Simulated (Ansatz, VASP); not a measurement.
**SnSe2: VASP beside Ansatz**

File POSCAR:

```
SnSe2
1.0
    3.8405676479      0.0000000000      0.0000000000
   -1.9202838240      3.3260291481      0.0000000000
    0.0000000000      0.0000000000      6.5233023644
Sn Se
1 2
Direct
    0.0000000000      0.0000000000      0.0000000000
    0.3333333333      0.6666666667      0.2412719747
    0.6666666667      0.3333333333      0.7587280253
```

The input INCAR.step1:

```
SYSTEM = SnSe2
PREC     = Accurate       ! precision mode
ENCUT    = 520            ! plane-wave cutoff, eV
ISMEAR   = 0              ! smearing method
SIGMA    = 0.05           ! smearing width, eV
LREAL    = .False.        ! projectors in reciprocal space
LASPH    = .True.         ! aspherical terms in the spheres
NELM     = 80             ! most SCF steps
NBANDS   = 20             ! bands
GGA      = PE             ! functional
ALGO     = Normal         ! electronic algorithm
EDIFF    = 1E-4           ! SCF threshold, eV
LWAVE    = .True.         ! write WAVECAR
LCHARG   = .False.        ! write CHGCAR
```

Contents of INCAR.step2:

```
SYSTEM = SnSe2
PREC     = Accurate       ! precision mode
ENCUT    = 520            ! plane-wave cutoff, eV
EDIFF    = 1E-6           ! SCF threshold, eV
ISMEAR   = 0              ! smearing method
SIGMA    = 0.05           ! smearing width, eV
LREAL    = .False.        ! projectors in reciprocal space
LASPH    = .True.         ! aspherical terms in the spheres
NELM     = 80             ! most SCF steps
ALGO     = Normal         ! electronic algorithm
ISIF     = 2              ! what is computed and relaxed
LWAVE    = .False.        ! write WAVECAR
LCHARG   = .True.         ! write CHGCAR
METAGGA  = R2SCAN         ! meta-GGA
LMIXTAU  = .True.       
LELF     = .True.         ! ELF
LVHAR    = .True.       
NBANDS   = 20             ! bands
ISTART   = 1
```

Contents of KPOINTS:

```
regular mesh
0
Gamma
  12 12 4
  0 0 0
```

Input for Ansatz:

```yaml
crystal:
  lattice:
    - [3.8405676479, 0.0, 0.0]
    - [-1.920283824, 3.3260291481, 0.0]
    - [0.0, 0.0, 6.5233023644]
  atoms:
    - { symbol: Sn, position: [0.0, 0.0, 0.0] }
    - { symbol: Se, position: [0.3333333333, 0.6666666667, 0.2412719747] }
    - { symbol: Se, position: [0.6666666667, 0.3333333333, 0.7587280253] }
basis:
  ecutwfc: 500
kpoints:
  mp_grid: { grid: [12, 12, 4] }
hamiltonian:
  xc: r2scan
scf:
  occupations: { method: gaussian, width: 0.05 }
output:
  forces: true
  stress: true
  eigenvalues: true
```

Alike in both runs: task single point; functional r2SCAN; k mesh 12 × 12 × 4; occupations gaussian, width 0.05 eV; no spin polarisation.

```csv
,VASP,Ansatz
version,VASP 6.6.1,Ansatz 0.2.0
potentials or method,"VASP PAW PBE potentials, release 64 (Sn_d, Se), cutoff 520 eV","scalar-relativistic, plane waves, PAW"
valence electrons in the cell,26,46
```

|  | VASP | Ansatz | Ansatz less VASP |
| --- | --- | --- | --- |
| gap on the k mesh at the Fermi level (eV) | 1.04 | 1.04 | -0.004 |
| least direct gap on the mesh (eV) | 1.47 | 1.46 | -0.002 |
| pressure (GPa) | 0.1 | 0.0 | -0.05 |
| rms of the force components (eV/Å) | 0.006 | 0.000 | -0.0058 |

VASP's potentials were made for PBE, not for r2SCAN. Atom by atom the forces differ by 0.006 eV/Å (rms over components). With one functional, cell and mesh, what is left measures potentials, basis and numerics. VASP's potentials hold 26 valence electrons a cell and Ansatz's 46, so a difference there can come from the potentials and not from the codes.
